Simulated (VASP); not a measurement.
Here is a VASP 6.6.1 calculation.

Contents of POSCAR:

```
WC
1.0
    2.9118677777      0.0000000000      0.0000000000
   -1.4559338889      2.5217514680      0.0000000000
    0.0000000000      0.0000000000      2.8369414953
W C
1 1
Direct
    0.0000000000      0.0000000000      0.0000000000
    0.6666666667      0.3333333333      0.5000000000
```

INCAR.step1

```
PREC = Accurate
ENCUT = 520
ISMEAR = -5
SIGMA = 0.1
LREAL = False
LASPH = True
NELM = 80
NBANDS = 16
GGA = PE
ALGO = Normal
EDIFF = 1E-4
LWAVE = True
LCHARG = False
```

INCAR.step2

```
PREC = Accurate
ENCUT = 520
EDIFF = 1E-6
ISMEAR = -5
SIGMA = 0.1
LREAL = False
LASPH = True
NELM = 80
ALGO = Normal
ISIF = 2
LWAVE = False
LCHARG = False
METAGGA = R2SCAN
LMIXTAU = True
NBANDS = 16
ISTART = 1
```

The input KPOINTS:

```
Automatic mesh
0
Gamma
  14 14 12
```

Potentials or basis: VASP PAW PBE potentials, release 64 (W_sv, C).

Run with:

```bash
$ cat potpaw_PBE.64/W_sv/POTCAR potpaw_PBE.64/C/POTCAR > POTCAR
$ cp INCAR.step1 INCAR
$ mpirun -np 1 vasp_std > vasp.out
$ cp INCAR.step2 INCAR
$ mpirun -np 1 vasp_std > vasp.out
```

**Question.** Predict the pressure.

**Answer.** 1.9 GPa.

**Question.** Estimate the band gap on the k mesh.

**Answer.** Zero (band 9 reaches 11.68 eV, above the bottom of band 10 at 10.34 eV).

Stress tensor (GPa, compression positive):
```
1.86 0.00 0.00
0.00 1.86 0.00
0.00 0.00 2.11
```

Caveat: the PAW data sets were made with another functional, which shifts forces and pressure a little; spin-orbit coupling is left out, which moves the levels of the heavy elements; tetrahedron occupations give inexact forces and stress in metals.
